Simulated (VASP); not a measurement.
# W (Im-3m) in VASP: notebook

W is run at these levels: PBEsol; tasks: single point.

All numbers are computed with VASP 6.6.1; they aren't measurements. Logs are shortened: lines on timing, memory, paths and dates and some standing lists are left out, and cuts for length are marked.

**1. The cell of the first run**

It takes space group Im-3m (No. 229, cubic). The conventional cell has a = 3.090 Å, b = 3.090 Å, c = 3.090 Å, α = 90.00°, β = 90.00°, γ = 90.00°. W (site symmetry m-3m) has 14 W at 2.68 to 3.09 Å within 3.5 Å.

**2. Single point, PBEsol (volume scaled by 0.94)**

File INCAR:

```
SYSTEM = W
PREC = Accurate
ENCUT = 520
EDIFF = 1E-7
ISMEAR = 0
SIGMA = 0.1
LREAL = .FALSE.
LASPH = .TRUE.
NELM = 100
ALGO = Normal
ISIF = 2
LWAVE = .FALSE.
LCHARG = .FALSE.
GGA = PS
NBANDS = 13
```

File KPOINTS:

```
regular mesh
0
G
  18 18 18
  0 0 0
```

File POSCAR:

```
W
1.0
   -1.5449775019      1.5449775019      1.5449775019
    1.5449775019     -1.5449775019      1.5449775019
    1.5449775019      1.5449775019     -1.5449775019
W
1
Direct
    0.0000000000      0.0000000000      0.0000000000
```

Potentials or basis: VASP PAW PBE potentials, release 64 (W_sv).

Command:

```sh
cat potpaw_PBE.64/W_sv/POTCAR > POTCAR
mpirun -np 1 vasp_std > vasp.out
```

OUTCAR:

```text
SYSTEM = W
   PREC = Accurate
   ENCUT = 520
   EDIFF = 1E-7
   ISMEAR = 0
   LREAL = .FALSE.
   LASPH = .TRUE.
   NELM = 100
   ISIF = 2
   GGA = PS

 ion  position               nearest neighbor table
   1  0.000  0.000  0.000-

  LATTYP: Found a body centered cubic cell.
 ALAT       =     3.0899550038

  Lattice vectors:

 A1 = (  -1.5449775019,   1.5449775019,   1.5449775019)
 A2 = (   1.5449775019,  -1.5449775019,   1.5449775019)
 A3 = (   1.5449775019,   1.5449775019,  -1.5449775019)

Analysis of symmetry for initial positions (statically):
=====================================================================
 Subroutine PRICEL returns:
 Original cell was already a primitive cell.

 Routine SETGRP: Setting up the symmetry group for a
 body centered cubic supercell.

 Subroutine GETGRP returns: Found 48 space group operations
 (whereof 48 operations were pure point group operations)
 out of a pool of 48 trial point group operations.

The static configuration has the point symmetry O_h .

Analysis of symmetry for dynamics (positions and initial velocities):
=====================================================================
 Subroutine PRICEL returns:
 Original cell was already a primitive cell.

 Routine SETGRP: Setting up the symmetry group for a
 body centered cubic supercell.

 Subroutine GETGRP returns: Found 48 space group operations
 (whereof 48 operations were pure point group operations)
 out of a pool of 48 trial point group operations.

The dynamic configuration has the point symmetry O_h .

 Subroutine INISYM returns: Found 48 space group operations
 (whereof 48 operations are pure point group operations),
 and found     1 'primitive' translations

----------------------------------------------------------------------------------------

                                     Primitive cell

  volume of cell :      14.7512

  direct lattice vectors                    reciprocal lattice vectors
    -1.544977502  1.544977502  1.544977502     0.000000000  0.323629308  0.323629308
     1.544977502 -1.544977502  1.544977502     0.323629308  0.000000000  0.323629308
     1.544977502  1.544977502 -1.544977502     0.323629308  0.323629308  0.000000000

  length of vectors
     2.675979530  2.675979530  2.675979530     0.457680957  0.457680957  0.457680957

  position of ions in fractional coordinates (direct lattice)
     0.000000000  0.000000000  0.000000000

  ion indices of the primitive-cell ions
   primitive index   ion index
                 1           1

----------------------------------------------------------------------------------------

 KPOINTS: regular mesh

Automatic generation of k-mesh.
 Grid dimensions read from file:
 generate k-points for:   18   18   18

 Generating k-lattice:

  Cartesian coordinates                     Fractional coordinates (reciprocal lattice)
     0.000000000  0.017979406  0.017979406     0.055555556  0.000000000  0.000000000
     0.017979406  0.000000000  0.017979406     0.000000000  0.055555556  0.000000000
     0.017979406  0.017979406  0.000000000     0.000000000  0.000000000  0.055555556

  Length of vectors
     0.025426720  0.025426720  0.025426720

  Shift w.r.t. Gamma in fractional coordinates (k-lattice)
     0.000000000  0.000000000  0.000000000

 Subroutine IBZKPT returns following result:
 ===========================================

 Found    195 irreducible k-points:

 Following reciprocal coordinates:
            Coordinates               Weight
  0.000000  0.000000  0.000000      1.000000
  0.055556  0.000000  0.000000     12.000000
  0.111111  0.000000  0.000000     12.000000
  0.166667  0.000000  0.000000     12.000000
  0.222222  0.000000  0.000000     12.000000
  0.277778  0.000000  0.000000     12.000000
[... 16 lines left out ...]
  0.333333  0.111111 -0.000000     48.000000
  0.388889  0.111111 -0.000000     48.000000
 [... further k-points ...]
   k-points           NKPTS =    195   k-points in BZ     NKDIM =    195   number of bands    NBANDS=     13
   number of dos      NEDOS =    301   number of ions     NIONS =      1
   total plane-waves  NPLWV =   8000
   dimension x,y,z NGX =    20 NGY =   20 NGZ =   20
   dimension x,y,z NGXF=    40 NGYF=   40 NGZF=   40
   ions per type =               1
   NGX,Y,Z   is equivalent  to a cutoff of  12.43, 12.43, 12.43 a.u.
   NGXF,Y,Z  is equivalent  to a cutoff of  24.85, 24.85, 24.85 a.u.
 SYSTEM =  W
   PREC   = accura    normal or accurate (medium, high low for compatibility)
   ISTART =      0    job   : 0-new  1-cont  2-samecut
   ICHARG =      2    charge: 1-file 2-atom 10-const
   ISPIN  =      1    spin polarized calculation?
   LNONCOLLINEAR =      F non collinear calculations
   LSORBIT =      F    spin-orbit coupling
   LASPH  =      T    aspherical Exc in radial PAW
   ENCUT  =  520.0 eV  38.22 Ry    6.18 a.u.   4.98  4.98  4.98*2*pi/ulx,y,z
   NELM   =    100;   NELMIN=  2; NELMDL= -5     # of ELM steps
   EDIFF  = 0.1E-06   stopping-criterion for ELM
   LREAL  =      F    real-space projection
   EDIFFG = 0.1E-05   stopping-criterion for IOM
   NSW    =      0    number of steps for IOM
   IBRION =     -1    ionic relax: 0-MD 1-quasi-New 2-CG
   NFREE  =      0    steps in history (QN), initial steepest desc. (CG)
   ISIF   =      2    stress and relaxation
   ISYM   =      2    0-nonsym 1-usesym 2-fastsym
   POTIM  = 0.5000    time-step for ionic-motion
   TEBEG  =    0.0;   TEEND  =   0.0 temperature during run
   PSTRESS=    0.0 pullay stress
   NELECT =      14.0000    total number of electrons
   NUPDOWN=      -1.0000    fix difference up-down
   EMIN   =  10.00;   EMAX   =-10.00  energy-range for DOS
   EFERMI =   0.00;   METHOD = LEGACY
   ISMEAR =     0;   SIGMA  =   0.10  broadening in eV -4-tet -1-fermi 0-gaus
   EFERMI_NEDOS =   21; number of points for ismear=-14 and -15
   IALGO  =     38    algorithm
   IMIX   =      4    mixing-type and parameters
     AMIX     =   0.40;   BMIX     =  1.00
     AMIX_MAG =   1.60;   BMIX_MAG =  1.00
  volume/ion in A,a.u.               =      14.75        99.55
  Fermi-wavevector in a.u.,A,eV,Ry     =   1.608825  3.040238 35.216183  2.588316
  Thomas-Fermi vector in A             =   2.704632
   LORBIT       =      0    0 simple, 1 ext, 2 COOP (PROOUT), +10 PAW based schemes
   GGA     = PS    functional components
   LHFCALC =     F    Hartree Fock is set to
   AEXX    =    0.0000 exact exchange contribution
   IVDW    =     0    specifies the selected vdW correction
   LEPSILON=     F    determine dielectric tensor
   LRPA    =     F    only Hartree local field effects (RPA)
 non-spin polarized calculation
 Gauss-broadening in eV      SIGMA  =   0.10
  energy-cutoff  :      520.00
  volume of cell :       14.75
 maximum number of plane-waves:       418
   NGX =  9   NGY =  9   NGZ =  9

 number of electron      13.9999997 magnetization

 Free energy of the ion-electron system (eV)
  ---------------------------------------------------
  ext. energy  EPLUGINS =         0.00000000
  ---------------------------------------------------
  free energy    TOTEN  =       -13.73220121 eV

  energy without entropy =      -13.72845710  energy(sigma->0) =      -13.73032915

 E-fermi :  12.3314     XC(G=0): -14.1735

 val. band max:       12.3273806905   @ k =   0.3889   0.0556   0.0556
 cond. band min:      12.3336106934   @ k =  -0.2778   0.3333   0.2222
 fundamental gap:      0.0062300029
 Fermi energy:        12.3314239574

 k-point     1 :       0.0000    0.0000    0.0000
  band No.  band energies     occupation
      1     -61.7178      2.00000
      2     -25.1531      2.00000
      3     -25.1531      2.00000
      4     -25.1531      2.00000
      5       2.2980      2.00000
      6      10.9773      2.00000
      7      10.9773      2.00000
      8      10.9773      2.00000
      9      14.7503      0.00000
     10      14.7503      0.00000
     11      27.0418      0.00000
     12      27.0418      0.00000
     13      27.0418      0.00000

 k-point     2 :       0.0556    0.0000    0.0000
  band No.  band energies     occupation
      1     -61.7122      2.00000
      2     -25.2074      2.00000
      3     -25.1696      2.00000
      4     -25.1535      2.00000
      5       2.4627      2.00000
      6      10.8746      2.00000
      7      10.9545      2.00000
      8      11.1367      2.00000
      9      14.5793      0.00000
     10      14.7499      0.00000
     11      27.1881      0.00000
     12      27.3188      0.00000
     13      27.4713      0.00000

 k-point     3 :       0.1111    0.0000    0.0000
  band No.  band energies     occupation
      1     -61.6964      2.00000
      2     -25.3617      2.00000
      3     -25.2170      2.00000
      4     -25.1546      2.00000
      5       2.9356      2.00000
      6      10.5919      2.00000
      7      10.8554      2.00000
      8      11.6096      2.00000
      9      14.2205      0.00000
     10      14.7577      0.00000
     11      27.5639      0.00000
     12      28.1232      0.00000
     13      28.5775      0.00000
[... 305 lines left out ...]
 k-point    23 :       0.3333    0.1111   -0.0000
  band No.  band energies     occupation
      1     -61.5478      2.00000
      2     -26.5772      2.00000
      3     -25.6702      2.00000
      4     -25.2360      2.00000
      5       6.1156      2.00000
      6       8.7338      2.00000
      7      11.0717      2.00000
      8      14.4529      0.00000
      9      15.7721      0.00000
     10      18.2963      0.00000
     11      25.1683      0.00000
     12      26.4163      0.00000
     13      31.3710      0.00000

 k-point    24 :       0.3889    0.1111   -0.0000
  band No.  band energies     occupation
      1     -61.5326      2.00000
      2     -26.6882      2.00000
      3     -25.7246      2.00000
      4     -25.2383      2.00000
      5       6.0615      2.00000
      6       8.5804      2.00000
      7      11.8855      2.00000
      8      14.5510      0.00000
      9      16.0438      0.00000
     10      19.4589      0.00000
     11      24.2873      0.00000
     12      25.3495      0.00000
     13      30.2937      0.00000

 [... further k-points ...]
[... 5 lines left out ...]
  --------------------------------------------------------------------------------------
  -------------------------------------------------------------------------------------
  Total        2.2007921      2.2007921      2.2007921      0.0000000      0.0000000     -0.0000000
  in kB      239.0358991    239.0358991    239.0358991      0.0000000      0.0000000     -0.0000000
  external PRESSURE =     239.0358991 kB  Pullay stress =       0.0000000 kB

 VOLUME and BASIS-vectors are now :
 -----------------------------------------------------------------------------
  energy-cutoff  :      520.00
  volume of cell :       14.75
      direct lattice vectors                 reciprocal lattice vectors
    -1.544977502  1.544977502  1.544977502     0.000000000  0.323629308  0.323629308
     1.544977502 -1.544977502  1.544977502     0.323629308  0.000000000  0.323629308
     1.544977502  1.544977502 -1.544977502     0.323629308  0.323629308  0.000000000

 POSITION                                       TOTAL-FORCE (eV/Angst)
 -----------------------------------------------------------------------------------
      0.00000      0.00000      0.00000         0.000000     -0.000000     -0.000000
 -----------------------------------------------------------------------------------
    total drift:                                0.000000      0.000000      0.000000

  FREE ENERGIE OF THE ION-ELECTRON SYSTEM (eV)
  ---------------------------------------------------
  free  energy   TOTEN  =       -13.7322012089 eV

  energy  without entropy=      -13.7284571004  energy(sigma->0) =      -13.73032915
```

Wall time 19 s (1 thread of Intel Xeon Platinum 8259CL at 2.50GHz (Skylake/Cascade Lake), shared host); peak memory 0.15 GiB.

What came out:

```
Free energy            : -13.7322 eV
Pressure               : 23.9 GPa
Band gap on the k mesh : zero (band 7 reaches 18.06 eV, above the bottom of band 8 at 10.98 eV)
```

Caveat: the PAW data sets were made with another functional, which shifts forces and pressure a little; spin-orbit coupling is left out, which moves the levels of the heavy elements.

**3. Single point, PBEsol (volume scaled by 0.97)**

File INCAR:

```
PREC = Accurate
ENCUT = 520
EDIFF = 1E-6
ISMEAR = 0
SIGMA = 0.1
LREAL = False
LASPH = True
NELM = 60
ALGO = Normal
ISIF = 2
LWAVE = False
LCHARG = True
GGA = PS
LELF = True
LVHAR = True
NBANDS = 13
```

File KPOINTS:

```
regular mesh
0
Gamma
  18 18 18
```

File POSCAR:

```
W
1.0
   -1.5612416181      1.5612416181      1.5612416181
    1.5612416181     -1.5612416181      1.5612416181
    1.5612416181      1.5612416181     -1.5612416181
W
1
Direct
    0.0000000000      0.0000000000      0.0000000000
```

Potentials or basis: VASP PAW PBE potentials, release 64 (W_sv).

Command:

```sh
cat potpaw_PBE.64/W_sv/POTCAR > POTCAR
mpirun -np 1 vasp_std > vasp.out
```

Wall time 20 s (1 thread of Intel Xeon Platinum 8259CL at 2.50GHz (Skylake/Cascade Lake), shared host); peak memory 0.15 GiB.

Results (log left out):

```yaml
Free_energy: -13.7839 eV
Pressure: 11.4 GPa
Band_gap_on_the_k_mesh: zero (band 7 reaches 17.35 eV, above the bottom of band 8 at 10.56 eV)
```

Levels at points of the mesh, in eV from the Fermi level:
```csv
k point,band 3,band 4,band 5,band 6,band 7,band 8,band 9,band 10,band 11,band 12
"(0.00, 0.00, 0.00)",-37.58,-37.58,-9.86,-1.29,-1.29,-1.29,2.34,2.34,14.64,14.64
"(0.50, 0.00, 0.00)",-38.05,-37.59,-6.55,-3.76,0.86,2.27,3.30,6.55,11.62,11.76
"(0.50, 0.50, 0.50)",-38.60,-38.60,-6.18,-6.18,5.49,5.49,5.49,8.60,8.60,8.60
```

Caveat: the PAW data sets were made with another functional, which shifts forces and pressure a little; spin-orbit coupling is left out, which moves the levels of the heavy elements.
